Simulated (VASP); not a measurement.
# Ir (Fmmm) in VASP: relaxation of cell and atoms with PBE

Aim: the relaxation of cell and atoms of Ir with PBE.

All numbers are computed with VASP 6.6.1; they aren't measurements. Logs are shortened: lines on timing, memory, paths and dates and some standing lists are left out, and cuts for length are marked.

## 1. The cell of the first run

Symmetry: Fmmm, No. 69, orthorhombic system. The conventional cell has a = 2.696 Å, b = 4.620 Å, c = 9.863 Å, α = 90.00°, β = 90.00°, γ = 90.00°. Ir (site symmetry mm2) has 9 Ir at 2.52 to 2.76 Å within 3.3 Å.

## 2. Relaxation of cell and atoms, PBE

Contents of INCAR:

```
SYSTEM = Ir
ALGO = Normal
EDIFF = 1E-6
EDIFFG = -0.01
ENCUT = 600
GGA = PE
IBRION = 2
ISIF = 3
ISMEAR = 0
LASPH = .TRUE.
LCHARG = .FALSE.
LREAL = .FALSE.
LWAVE = .FALSE.
NELM = 100
NSW = 100
PREC = Accurate
SIGMA = 0.1
```

Contents of KPOINTS:

```
k-points
0
G
  18 18 18
  0 0 0
```

Contents of POSCAR:

```
Ir
1.0
    0.0000000000      2.3101968896      4.9313380910
    1.3479244399      0.0000000000      4.9313380910
    1.3479244399      2.3101968896      0.0000000000
Ir
2
Direct
    0.8720676487      0.8720676487      0.1279323513
    0.1279323513      0.1279323513      0.8720676487
```

Potentials or basis: VASP PAW PBE potentials, release 64 (Ir).

Command:

```console
$ cat potpaw_PBE.64/Ir/POTCAR > POTCAR
$ mpirun -np 1 vasp_std > vasp.out
```

OUTCAR:

```text
SYSTEM = Ir
   EDIFF = 1E-6
   EDIFFG = -0.01
   ENCUT = 600
   GGA = PE
   IBRION = 2
   ISIF = 3
   ISMEAR = 0
   LASPH = .TRUE.
   LREAL = .FALSE.
   NELM = 100
   NSW = 100
   PREC = Accurate

 ion  position               nearest neighbor table
   1  0.872  0.872  0.128-   2 2.52   2 2.76   2 2.76   2 3.34   2 3.34
   2  0.128  0.128  0.872-   1 2.52   1 2.76   1 2.76   1 3.34   1 3.34

  LATTYP: Found a face centered orthorhombic cell.
 ALAT       =     2.6958488798
 B/A-ratio  =     1.7138919818
 C/A-ratio  =     3.6584677487

  Lattice vectors:

 A1 = (   0.0000000000,   2.3101968896,   4.9313380910)
 A2 = (   1.3479244399,   0.0000000000,   4.9313380910)
 A3 = (   1.3479244399,   2.3101968896,   0.0000000000)

Analysis of symmetry for initial positions (statically):
=====================================================================
 Subroutine PRICEL returns:
 Original cell was already a primitive cell.

 Routine SETGRP: Setting up the symmetry group for a
 face centered orthorhombic supercell.

 Subroutine GETGRP returns: Found  8 space group operations
 (whereof  8 operations were pure point group operations)
 out of a pool of  8 trial point group operations.

The static configuration has the point symmetry D_2h.

Analysis of symmetry for dynamics (positions and initial velocities):
=====================================================================
 Subroutine PRICEL returns:
 Original cell was already a primitive cell.

 Routine SETGRP: Setting up the symmetry group for a
 face centered orthorhombic supercell.

 Subroutine GETGRP returns: Found  8 space group operations
 (whereof  8 operations were pure point group operations)
 out of a pool of  8 trial point group operations.

The dynamic configuration has the point symmetry D_2h.

 Subroutine INISYM returns: Found  8 space group operations
 (whereof  8 operations are pure point group operations),
 and found     1 'primitive' translations

----------------------------------------------------------------------------------------

                                     Primitive cell

  volume of cell :      30.7121

  direct lattice vectors                    reciprocal lattice vectors
     0.000000000  2.310196890  4.931338091    -0.370940674  0.216431769  0.101392359
     1.347924440  0.000000000  4.931338091     0.370940674 -0.216431769  0.101392359
     1.347924440  2.310196890  0.000000000     0.370940674  0.216431769 -0.101392359

  length of vectors
     5.445650102  5.112239789  2.674679413     0.441271010  0.441271010  0.441271010

  position of ions in fractional coordinates (direct lattice)
     0.872067649  0.872067649  0.127932351
     0.127932351  0.127932351  0.872067649

  ion indices of the primitive-cell ions
   primitive index   ion index
                 1           1
                 2           2

----------------------------------------------------------------------------------------

 KPOINTS: k-points

Automatic generation of k-mesh.
 Grid dimensions read from file:
 generate k-points for:   18   18   18

 Generating k-lattice:

  Cartesian coordinates                     Fractional coordinates (reciprocal lattice)
    -0.020607815  0.012023987  0.005632909     0.055555556 -0.000000000  0.000000000
     0.020607815 -0.012023987  0.005632909    -0.000000000  0.055555556  0.000000000
     0.020607815  0.012023987 -0.005632909     0.000000000  0.000000000  0.055555556

  Length of vectors
     0.024515056  0.024515056  0.024515056

  Shift w.r.t. Gamma in fractional coordinates (k-lattice)
     0.000000000  0.000000000  0.000000000

 Subroutine IBZKPT returns following result:
 ===========================================

 Found    865 irreducible k-points:

 Following reciprocal coordinates:
            Coordinates               Weight
  0.000000  0.000000  0.000000      1.000000
  0.055556  0.000000  0.000000      8.000000
  0.111111  0.000000  0.000000      8.000000
  0.166667  0.000000  0.000000      8.000000
  0.222222  0.000000  0.000000      8.000000
  0.277778  0.000000  0.000000      8.000000
[... 16 lines left out ...]
 -0.277778  0.055556 -0.000000      8.000000
 -0.222222  0.055556  0.000000      8.000000
 [... further k-points ...]
   k-points           NKPTS =    865   k-points in BZ     NKDIM =    865   number of bands    NBANDS=     13
   number of dos      NEDOS =    301   number of ions     NIONS =      2
   total plane-waves  NPLWV =  48384
   dimension x,y,z NGX =    48 NGY =   42 NGZ =   24
   dimension x,y,z NGXF=    96 NGYF=   84 NGZF=   48
   ions per type =               2
   NGX,Y,Z   is equivalent  to a cutoff of  14.65, 13.66, 14.92 a.u.
   NGXF,Y,Z  is equivalent  to a cutoff of  29.31, 27.32, 29.83 a.u.
 SYSTEM =  Ir
   PREC   = accura    normal or accurate (medium, high low for compatibility)
   ISTART =      0    job   : 0-new  1-cont  2-samecut
   ICHARG =      2    charge: 1-file 2-atom 10-const
   ISPIN  =      1    spin polarized calculation?
   LNONCOLLINEAR =      F non collinear calculations
   LSORBIT =      F    spin-orbit coupling
   LASPH  =      T    aspherical Exc in radial PAW
   ENCUT  =  600.0 eV  44.10 Ry    6.64 a.u.  10.88 10.21  5.34*2*pi/ulx,y,z
   NELM   =    100;   NELMIN=  2; NELMDL= -5     # of ELM steps
   EDIFF  = 0.1E-05   stopping-criterion for ELM
   LREAL  =      F    real-space projection
   EDIFFG = -.1E-01   stopping-criterion for IOM
   NSW    =    100    number of steps for IOM
   IBRION =      2    ionic relax: 0-MD 1-quasi-New 2-CG
   NFREE  =      1    steps in history (QN), initial steepest desc. (CG)
   ISIF   =      3    stress and relaxation
   ISYM   =      2    0-nonsym 1-usesym 2-fastsym
   POTIM  = 0.5000    time-step for ionic-motion
   TEBEG  =    0.0;   TEEND  =   0.0 temperature during run
   PSTRESS=    0.0 pullay stress
   NELECT =      18.0000    total number of electrons
   NUPDOWN=      -1.0000    fix difference up-down
   EMIN   =  10.00;   EMAX   =-10.00  energy-range for DOS
   EFERMI =   0.00;   METHOD = LEGACY
   ISMEAR =     0;   SIGMA  =   0.10  broadening in eV -4-tet -1-fermi 0-gaus
   EFERMI_NEDOS =   21; number of points for ismear=-14 and -15
   IALGO  =     38    algorithm
   IMIX   =      4    mixing-type and parameters
     AMIX     =   0.40;   BMIX     =  1.00
     AMIX_MAG =   1.60;   BMIX_MAG =  1.00
  volume/ion in A,a.u.               =      15.36       103.63
  Fermi-wavevector in a.u.,A,eV,Ry     =   1.370027  2.588976 25.537793  1.876975
  Thomas-Fermi vector in A             =   2.495850
   LORBIT       =      0    0 simple, 1 ext, 2 COOP (PROOUT), +10 PAW based schemes
   GGA     = PE    functional components
   LHFCALC =     F    Hartree Fock is set to
   AEXX    =    0.0000 exact exchange contribution
   IVDW    =     0    specifies the selected vdW correction
   LEPSILON=     F    determine dielectric tensor
   LRPA    =     F    only Hartree local field effects (RPA)
 conjugate gradient relaxation of ions
 non-spin polarized calculation
 Gauss-broadening in eV      SIGMA  =   0.10
  energy-cutoff  :      600.00
  volume of cell :       30.71
 maximum number of plane-waves:      1060
 NGX is ok and might be reduce to    48
   NGX = 21   NGY = 21   NGZ = 11

--------------------------------------- Ionic step        1  -------------------------------------------

 number of electron      18.0000001 magnetization

 Free energy of the ion-electron system (eV)
  ---------------------------------------------------
  ext. energy  EPLUGINS =         0.00000000
  ---------------------------------------------------
  free energy    TOTEN  =       -17.01726726 eV

  energy without entropy =      -17.00509356  energy(sigma->0) =      -17.01118041

------------------------ aborting loop because EDIFF is reached ----------------------------------------

  FORCE on cell =-STRESS in cart. coord.  units (eV):
  Direction    XX          YY          ZZ          XY          YZ          ZX
  --------------------------------------------------------------------------------------
  -------------------------------------------------------------------------------------
  Total       -0.2879866      0.3620558     -0.0969002      0.0000000      0.0000000      0.0000000
  in kB      -15.0235829     18.8875974     -5.0550538      0.0000000      0.0000000      0.0000000
  external PRESSURE =      -0.3970131 kB  Pullay stress =       0.0000000 kB
[... 89 lines left out ...]
  FREE ENERGIE OF THE ION-ELECTRON SYSTEM (eV)
  ---------------------------------------------------
  free  energy   TOTEN  =       -17.0191289894 eV

  energy  without entropy=      -17.0068290339  energy(sigma->0) =      -17.01297901

[... ionic steps 4 to 7 ...]

--------------------------------------- Ionic step        8  -------------------------------------------

 number of electron      18.0000001 magnetization

------------------------ aborting loop because EDIFF is reached ----------------------------------------
[... 67 lines left out ...]
--------------------------------------- Ionic step       10  -------------------------------------------

 number of electron      18.0000001 magnetization

 Free energy of the ion-electron system (eV)
  ---------------------------------------------------
  ext. energy  EPLUGINS =         0.00000000
  ---------------------------------------------------
  free energy    TOTEN  =       -17.01934224 eV

  energy without entropy =      -17.00713369  energy(sigma->0) =      -17.01323797

 E-fermi :   8.7867     XC(G=0): -13.4412

 val. band max:        8.7865844168   @ k =  -0.4444   0.0556  -0.0000
 cond. band min:       8.7868513472   @ k =  -0.3889   0.2222  -0.0000
 fundamental gap:      0.0002669304
 Fermi energy:         8.7867232193

 k-point     1 :       0.0000    0.0000    0.0000
  band No.  band energies     occupation
      1      -1.1901      2.00000
      2       1.6988      2.00000
      3       3.3400      2.00000
      4       5.7581      2.00000
      5       5.8553      2.00000
      6       5.9567      2.00000
      7       6.1706      2.00000
      8       7.6734      2.00000
      9       7.7921      2.00000
     10       8.3829      2.00000
     11       8.7091      1.72788
     12       9.7653      0.00000
     13      14.7862      0.00000
[... 354 lines left out ...]
  band No.  band energies     occupation
      1       1.2696      2.00000
      2       3.3054      2.00000
      3       3.6400      2.00000
      4       3.9939      2.00000
      5       5.2921      2.00000
      6       6.1617      2.00000
      7       7.1759      2.00000
      8       7.5338      2.00000
      9       8.1654      2.00000
     10       8.3821      2.00000
     11       9.0700      0.00006
     12      13.0853      0.00000
     13      15.7147      0.00000

 [... further k-points ...]

------------------------ aborting loop because EDIFF is reached ----------------------------------------

  FORCE on cell =-STRESS in cart. coord.  units (eV):
  Direction    XX          YY          ZZ          XY          YZ          ZX
  --------------------------------------------------------------------------------------
  -------------------------------------------------------------------------------------
  Total       -0.0009797      0.0005515      0.0070448      0.0000000      0.0000000      0.0000000
  in kB       -0.0510911      0.0287575      0.3673782      0.0000000      0.0000000      0.0000000
  external PRESSURE =       0.1150149 kB  Pullay stress =       0.0000000 kB
[... 17 lines left out ...]
  FREE ENERGIE OF THE ION-ELECTRON SYSTEM (eV)
  ---------------------------------------------------
  free  energy   TOTEN  =       -17.0193422411 eV

  energy  without entropy=      -17.0071336927  energy(sigma->0) =      -17.01323797

 reached required accuracy - stopping structural energy minimisation
```

Wall time 72 min (1 thread of AMD EPYC 7R43 (Zen 3), shared host); peak memory 0.5 GiB.

What came out:

```
Free energy                            : -17.0193 eV
Relaxed volume                         : 15.36 Å³/atom
Relaxed cell                           : a = 5.451 Å, b = 5.113 Å, c = 2.680 Å, α = 82.44°, β = 68.39°, γ = 29.17°
Space group after relaxing (to 0.05 Å) : Fmmm (No. 69)
Energy gained by relaxing              : 1.0 meV/atom
Ionic steps                            : 10
Pressure after relaxing                : 0.0 GPa
Band gap on the k mesh                 : zero (band 9 reaches 10.58 eV, above the bottom of band 10 at 7.64 eV)
```

Step by step:
| step | energy change (eV) | largest force (eV/Å) | pressure (GPa) | volume (Å³) |
| --- | --- | --- | --- | --- |
| 1 | 0.0000 | 0.1392 | -0.04 | 30.71 |
| 2 | -0.0001 | 0.0582 | 0.37 | 30.69 |
| 3 | -0.0019 | 0.0403 | 0.14 | 30.70 |
| 4 | -0.0020 | 0.0079 | -0.28 | 30.75 |
| 5 | -0.0020 | 0.0203 | -0.10 | 30.73 |
| 6 | -0.0020 | 0.0223 | -0.12 | 30.73 |
| 7 | -0.0021 | 0.0104 | 0.28 | 30.70 |
| 8 | -0.0021 | 0.0050 | 0.08 | 30.72 |
| 9 | -0.0021 | 0.0063 | -0.08 | 30.73 |
| 10 | -0.0021 | 0.0001 | 0.01 | 30.72 |

Final structure:
```
Ir
1.0
     0.00000    2.31940    4.93315
     1.34257    0.00000    4.93315
     1.34257    2.31940    0.00000
Ir
2
Direct
  0.87264 0.87264 0.12736
  0.12736 0.12736 0.87264
```

Caveat: spin-orbit coupling is left out, which moves the levels of the heavy elements.
